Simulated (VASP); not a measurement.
# Mo (I4/mmm) in VASP: a series of runs

Mo is run at these levels: PBE; tasks: single point.

All numbers are computed with VASP 6.6.1; they aren't measurements. Logs are shortened: lines on timing, memory, paths and dates and some standing lists are left out, and cuts for length are marked.

### 1 The cell of the first run

It takes space group I4/mmm (No. 139, tetragonal). The conventional cell has a = 3.095 Å, b = 3.095 Å, c = 3.048 Å, α = 90.00°, β = 90.00°, γ = 90.00°. Within 3.5 Å of Mo (site symmetry 4/mmm) lie 14 Mo at 2.67 to 3.09 Å.

### 2 Single point, PBE (strain -0.015 along x and y, -0.030 along z)

Input file INCAR:

```
SYSTEM = Mo
PREC = Accurate
ENCUT = 520
EDIFF = 1E-6
ISMEAR = 0
SIGMA = 0.15
LREAL = .False.
LASPH = .True.
NELM = 100
ALGO = Fast
ISIF = 2
LWAVE = .False.
LCHARG = .False.
GGA = PE
NBANDS = 13
```

Input file KPOINTS:

```
Automatic mesh
0
Gamma
  22 22 22
  0 0 0
```

Input file POSCAR:

```
Mo
1.0
   -1.5474350000      1.5474350000      1.5238700000
    1.5474350000     -1.5474350000      1.5238700000
    1.5474350000      1.5474350000     -1.5238700000
Mo
1
Direct
    0.0000000000      0.0000000000      0.0000000000
```

Potentials or basis: VASP PAW PBE potentials, release 64 (Mo_sv).

Launch:

```console
$ cat potpaw_PBE.64/Mo_sv/POTCAR > POTCAR
$ mpirun -np 1 vasp_std > vasp.out
```

OUTCAR:

```text
SYSTEM = Mo
   PREC = Accurate
   ENCUT = 520
   EDIFF = 1E-6
   ISMEAR = 0
   LREAL = .False.
   LASPH = .True.
   NELM = 100
   ISIF = 2
   GGA = PE

 ion  position               nearest neighbor table
   1  0.000  0.000  0.000-

  LATTYP: Found a body centered tetragonal cell.
 ALAT       =     3.0948700000
 C/A-ratio  =     0.9847715736

  Lattice vectors:

 A1 = (  -1.5474350000,   1.5474350000,   1.5238700000)
 A2 = (   1.5474350000,  -1.5474350000,   1.5238700000)
 A3 = (   1.5474350000,   1.5474350000,  -1.5238700000)

Analysis of symmetry for initial positions (statically):
=====================================================================
 Subroutine PRICEL returns:
 Original cell was already a primitive cell.

 Routine SETGRP: Setting up the symmetry group for a
 body centered tetragonal supercell.

 Subroutine GETGRP returns: Found 16 space group operations
 (whereof 16 operations were pure point group operations)
 out of a pool of 16 trial point group operations.

The static configuration has the point symmetry D_4h.

Analysis of symmetry for dynamics (positions and initial velocities):
=====================================================================
 Subroutine PRICEL returns:
 Original cell was already a primitive cell.

 Routine SETGRP: Setting up the symmetry group for a
 body centered tetragonal supercell.

 Subroutine GETGRP returns: Found 16 space group operations
 (whereof 16 operations were pure point group operations)
 out of a pool of 16 trial point group operations.

The dynamic configuration has the point symmetry D_4h.

 Subroutine INISYM returns: Found 16 space group operations
 (whereof 16 operations are pure point group operations),
 and found     1 'primitive' translations

----------------------------------------------------------------------------------------

                                     Primitive cell

  volume of cell :      14.5960

  direct lattice vectors                    reciprocal lattice vectors
    -1.547435000  1.547435000  1.523870000     0.000000000  0.323115349  0.328111978
     1.547435000 -1.547435000  1.523870000     0.323115349  0.000000000  0.328111978
     1.547435000  1.547435000 -1.523870000     0.323115349  0.323115349  0.000000000

  length of vectors
     2.666700196  2.666700196  2.666700196     0.460500813  0.460500813  0.456954109

  position of ions in fractional coordinates (direct lattice)
     0.000000000  0.000000000  0.000000000

  ion indices of the primitive-cell ions
   primitive index   ion index
                 1           1

----------------------------------------------------------------------------------------

 KPOINTS: Automatic mesh

Automatic generation of k-mesh.
 Grid dimensions read from file:
 generate k-points for:   22   22   22

 Generating k-lattice:

  Cartesian coordinates                     Fractional coordinates (reciprocal lattice)
     0.000000000  0.014687061  0.014914181     0.045454545  0.000000000 -0.000000000
     0.014687061  0.000000000  0.014914181     0.000000000  0.045454545 -0.000000000
     0.014687061  0.014687061  0.000000000     0.000000000  0.000000000  0.045454545

  Length of vectors
     0.020931855  0.020931855  0.020770641

  Shift w.r.t. Gamma in fractional coordinates (k-lattice)
     0.000000000  0.000000000  0.000000000

 Subroutine IBZKPT returns following result:
 ===========================================

 Found    834 irreducible k-points:

 Following reciprocal coordinates:
            Coordinates               Weight
  0.000000  0.000000  0.000000      1.000000
  0.045455 -0.000000  0.000000      8.000000
  0.090909 -0.000000  0.000000      8.000000
  0.136364  0.000000  0.000000      8.000000
  0.181818 -0.000000  0.000000      8.000000
  0.227273  0.000000  0.000000      8.000000
[... 16 lines left out ...]
  0.500000  0.045455  0.000000     16.000000
 -0.454545  0.045455  0.000000     16.000000
 [... further k-points ...]
   k-points           NKPTS =    834   k-points in BZ     NKDIM =    834   number of bands    NBANDS=     13
   number of dos      NEDOS =    301   number of ions     NIONS =      1
   total plane-waves  NPLWV =   8000
   dimension x,y,z NGX =    20 NGY =   20 NGZ =   20
   dimension x,y,z NGXF=    40 NGYF=   40 NGZF=   40
   ions per type =               1
   NGX,Y,Z   is equivalent  to a cutoff of  12.47, 12.47, 12.47 a.u.
   NGXF,Y,Z  is equivalent  to a cutoff of  24.94, 24.94, 24.94 a.u.
 SYSTEM =  Mo
   PREC   = accura    normal or accurate (medium, high low for compatibility)
   ISTART =      0    job   : 0-new  1-cont  2-samecut
   ICHARG =      2    charge: 1-file 2-atom 10-const
   ISPIN  =      1    spin polarized calculation?
   LNONCOLLINEAR =      F non collinear calculations
   LSORBIT =      F    spin-orbit coupling
   LASPH  =      T    aspherical Exc in radial PAW
   ENCUT  =  520.0 eV  38.22 Ry    6.18 a.u.   4.96  4.96  4.96*2*pi/ulx,y,z
   NELM   =    100;   NELMIN=  2; NELMDL= -5     # of ELM steps
   EDIFF  = 0.1E-05   stopping-criterion for ELM
   LREAL  =      F    real-space projection
   EDIFFG = 0.1E-04   stopping-criterion for IOM
   NSW    =      0    number of steps for IOM
   IBRION =     -1    ionic relax: 0-MD 1-quasi-New 2-CG
   NFREE  =      0    steps in history (QN), initial steepest desc. (CG)
   ISIF   =      2    stress and relaxation
   ISYM   =      2    0-nonsym 1-usesym 2-fastsym
   POTIM  = 0.5000    time-step for ionic-motion
   TEBEG  =    0.0;   TEEND  =   0.0 temperature during run
   PSTRESS=    0.0 pullay stress
   NELECT =      14.0000    total number of electrons
   NUPDOWN=      -1.0000    fix difference up-down
   EMIN   =  10.00;   EMAX   =-10.00  energy-range for DOS
   EFERMI =   0.00;   METHOD = LEGACY
   ISMEAR =     0;   SIGMA  =   0.15  broadening in eV -4-tet -1-fermi 0-gaus
   EFERMI_NEDOS =   21; number of points for ismear=-14 and -15
   IALGO  =     68    algorithm
   IMIX   =      4    mixing-type and parameters
     AMIX     =   0.40;   BMIX     =  1.00
     AMIX_MAG =   1.60;   BMIX_MAG =  1.00
  volume/ion in A,a.u.               =      14.60        98.50
  Fermi-wavevector in a.u.,A,eV,Ry     =   1.614507  3.050976 35.465392  2.606633
  Thomas-Fermi vector in A             =   2.709405
   LORBIT       =      0    0 simple, 1 ext, 2 COOP (PROOUT), +10 PAW based schemes
   GGA     = PE    functional components
   LHFCALC =     F    Hartree Fock is set to
   AEXX    =    0.0000 exact exchange contribution
   IVDW    =     0    specifies the selected vdW correction
   LEPSILON=     F    determine dielectric tensor
   LRPA    =     F    only Hartree local field effects (RPA)
 non-spin polarized calculation
 RMM-DIIS sequential band-by-band and
 Gauss-broadening in eV      SIGMA  =   0.15
  energy-cutoff  :      520.00
  volume of cell :       14.60
 maximum number of plane-waves:       410
   NGX =  9   NGY =  9   NGZ =  9

 number of electron      13.9999998 magnetization

 Free energy of the ion-electron system (eV)
  ---------------------------------------------------
  ext. energy  EPLUGINS =         0.00000000
  ---------------------------------------------------
  free energy    TOTEN  =       -10.84698267 eV

  energy without entropy =      -10.84026678  energy(sigma->0) =      -10.84362473

 E-fermi :  13.7339     XC(G=0): -13.7807

 val. band max:       13.7332502330   @ k =  -0.3636   0.4091   0.2727
 cond. band min:      13.7369910511   @ k =  -0.1818   0.1818   0.0000
 fundamental gap:      0.0037408181
 Fermi energy:        13.7339023890

 k-point     1 :       0.0000    0.0000    0.0000
  band No.  band energies     occupation
      1     -47.5678      2.00000
      2     -20.6589      2.00000
      3     -20.6589      2.00000
      4     -20.6525      2.00000
      5       6.2829      2.00000
      6      12.1008      2.00000
      7      12.2954      2.00000
      8      12.2954      2.00000
      9      15.3856      0.00000
     10      15.6417      0.00000
     11      28.5528      0.00000
     12      28.5528      0.00000
     13      28.8664      0.00000

 k-point     2 :       0.0455   -0.0000    0.0000
  band No.  band energies     occupation
      1     -47.5609      2.00000
      2     -20.6939      2.00000
      3     -20.6706      2.00000
      4     -20.6560      2.00000
      5       6.3833      2.00000
      6      12.0935      2.00000
      7      12.2846      2.00000
      8      12.3378      2.00000
      9      15.3600      0.00000
     10      15.5778      0.00000
     11      28.6937      0.00000
     12      28.7231      0.00000
     13      29.0241      0.00000

 k-point     3 :       0.0909   -0.0000    0.0000
  band No.  band energies     occupation
      1     -47.5407      2.00000
      2     -20.8040      2.00000
      3     -20.7046      2.00000
      4     -20.6577      2.00000
      5       6.6738      2.00000
      6      11.9569      2.00000
      7      12.2423      2.00000
      8      12.5867      2.00000
      9      15.2238      0.00000
     10      15.5019      0.00000
     11      28.9726      0.00000
     12      29.2233      0.00000
     13      29.5435      0.00000

 k-point     4 :       0.1364    0.0000    0.0000
  band No.  band energies     occupation
      1     -47.5088      2.00000
      2     -20.9753      2.00000
      3     -20.7578      2.00000
      4     -20.6601      2.00000
      5       7.1187      2.00000
      6      11.7108      2.00000
      7      12.1521      2.00000
      8      13.0393      2.00000
      9      15.0227      0.00000
     10      15.5012      0.00000
     11      29.2483      0.00000
     12      30.0256      0.00000
     13      30.2741      0.00000

 k-point     5 :       0.1818   -0.0000    0.0000
  band No.  band energies     occupation
      1     -47.4675      2.00000
      2     -21.1912      2.00000
      3     -20.8255      2.00000
      4     -20.6632      2.00000
      5       7.6465      2.00000
      6      11.4074      2.00000
      7      12.0367      2.00000
      8      13.6627      1.49777
      9      14.9140      0.00000
     10      15.5421      0.00000
     11      29.3687      0.00000
     12      30.8752      0.00000
     13      31.0916      0.00000

 k-point     6 :       0.2273    0.0000    0.0000
  band No.  band energies     occupation
      1     -47.4201      2.00000
      2     -21.4323      2.00000
      3     -20.9018      2.00000
      4     -20.6667      2.00000
      5       8.1304      2.00000
      6      11.0829      2.00000
      7      12.0172      2.00000
      8      14.4330      0.00000
      9      14.9496      0.00000
     10      15.6197      0.00000
     11      29.1388      0.00000
     12      30.9804      0.00000
     13      32.3795      0.00000

 k-point     7 :       0.2727   -0.0000    0.0000
  band No.  band energies     occupation
      1     -47.3702      2.00000
      2     -21.6779      2.00000
      3     -20.9803      2.00000
      4     -20.6705      2.00000
      5       8.4097      2.00000
      6      10.7666      2.00000
      7      12.2794      2.00000
      8      15.1023      0.00000
      9      15.3198      0.00000
     10      15.7342      0.00000
     11      28.5419      0.00000
     12      30.4616      0.00000
     13      33.8457      0.00000
[... 193 lines left out ...]
 k-point    20 :       0.3636    0.0455    0.0000
  band No.  band energies     occupation
      1     -47.2588      2.00000
      2     -22.1850      2.00000
      3     -21.1540      2.00000
      4     -20.6942      2.00000
      5       8.2823      2.00000
      6      10.1669      2.00000
      7      13.9212      0.07750
      8      15.5688      0.00000
      9      16.2663      0.00000
     10      17.8731      0.00000
     11      26.7700      0.00000
     12      27.9143      0.00000
     13      33.6371      0.00000

 k-point    21 :       0.4091    0.0455    0.0000
  band No.  band energies     occupation
      1     -47.2315      2.00000
      2     -22.3067      2.00000
      3     -21.1966      2.00000
      4     -20.6961      2.00000
      5       8.1332      2.00000
      6      10.0265      2.00000
      7      14.6315      0.00000
      8      15.7158      0.00000
      9      16.4549      0.00000
     10      18.6536      0.00000
     11      26.2471      0.00000
     12      27.0416      0.00000
     13      32.4756      0.00000

 k-point    22 :       0.4545    0.0455    0.0000
  band No.  band energies     occupation
      1     -47.2173      2.00000
      2     -22.3693      2.00000
      3     -21.2188      2.00000
      4     -20.6969      2.00000
      5       8.0487      2.00000
      6       9.9554      2.00000
      7      15.1101      0.00000
      8      15.6838      0.00000
      9      16.6181      0.00000
     10      19.1111      0.00000
     11      25.9689      0.00000
     12      26.5402      0.00000
     13      31.8258      0.00000

 k-point    23 :       0.5000    0.0455    0.0000
  band No.  band energies     occupation
      1     -47.2174      2.00000
      2     -22.3688      2.00000
      3     -21.2189      2.00000
      4     -20.6965      2.00000
      5       8.0490      2.00000
      6       9.9564      2.00000
      7      15.1588      0.00000
      8      15.6208      0.00000
      9      16.6201      0.00000
     10      19.1145      0.00000
     11      25.9602      0.00000
     12      26.5613      0.00000
     13      31.8226      0.00000

 k-point    24 :      -0.4545    0.0455    0.0000
  band No.  band energies     occupation
      1     -47.2318      2.00000
      2     -22.3052      2.00000
      3     -21.1970      2.00000
      4     -20.6949      2.00000
      5       8.1344      2.00000
      6      10.0292      2.00000
      7      14.6708      0.00000
      8      15.6605      0.00000
      9      16.4383      0.00000
     10      18.6632      0.00000
     11      26.2194      0.00000
     12      27.1019      0.00000
     13      32.4669      0.00000

 [... further k-points ...]
[... 5 lines left out ...]
  --------------------------------------------------------------------------------------
  -------------------------------------------------------------------------------------
  Total        2.0794396      2.0794396      2.5846658      0.0000000      0.0000000      0.0000000
  in kB      228.2570270    228.2570270    283.7149559      0.0000000      0.0000000      0.0000000
  external PRESSURE =     246.7430033 kB  Pullay stress =       0.0000000 kB

 VOLUME and BASIS-vectors are now :
 -----------------------------------------------------------------------------
  energy-cutoff  :      520.00
  volume of cell :       14.60
      direct lattice vectors                 reciprocal lattice vectors
    -1.547435000  1.547435000  1.523870000     0.000000000  0.323115349  0.328111978
     1.547435000 -1.547435000  1.523870000     0.323115349  0.000000000  0.328111978
     1.547435000  1.547435000 -1.523870000     0.323115349  0.323115349  0.000000000

 POSITION                                       TOTAL-FORCE (eV/Angst)
 -----------------------------------------------------------------------------------
      0.00000      0.00000      0.00000         0.000000     -0.000000      0.000000
 -----------------------------------------------------------------------------------
    total drift:                                0.000000      0.000000      0.000000

  FREE ENERGIE OF THE ION-ELECTRON SYSTEM (eV)
  ---------------------------------------------------
  free  energy   TOTEN  =       -10.8469826665 eV

  energy  without entropy=      -10.8402667846  energy(sigma->0) =      -10.84362473
```

Wall time 3.5 min (1 thread of Intel Xeon 8259CL, shared host); peak memory 0.25 GiB.

What came out:

| Property | Result |
| --- | --- |
| Free energy | -10.8470 eV |
| Pressure | 24.7 GPa |
| Band gap on the k mesh | zero (bands 7 and 8 overlap by 5.83 eV) |

Levels at points of the mesh, in eV from the Fermi level:
| k point | band 4 | band 5 | band 6 | band 7 | band 8 | band 9 | band 10 | band 11 |
| --- | --- | --- | --- | --- | --- | --- | --- | --- |
| (0.00, 0.00, 0.00) | -34.39 | -7.45 | -1.63 | -1.44 | -1.44 | 1.65 | 1.91 | 14.82 |
| (0.50, 0.00, 0.00) | -34.42 | -5.76 | -3.81 | 1.91 | 1.96 | 2.61 | 5.25 | 12.08 |
| (0.50, 0.50, 0.00) | -34.40 | -5.73 | -3.61 | 1.69 | 1.82 | 2.46 | 5.22 | 12.12 |
| (0.50, 0.50, 0.50) | -35.54 | -6.02 | -5.97 | 4.37 | 4.37 | 4.43 | 9.48 | 9.48 |

Caveat: the cell differs from its parent crystal (strain -0.015 along x and y, -0.030 along z); the stress differs along the axes, from 23 to 28 GPa.

[end of part 1 of 2]
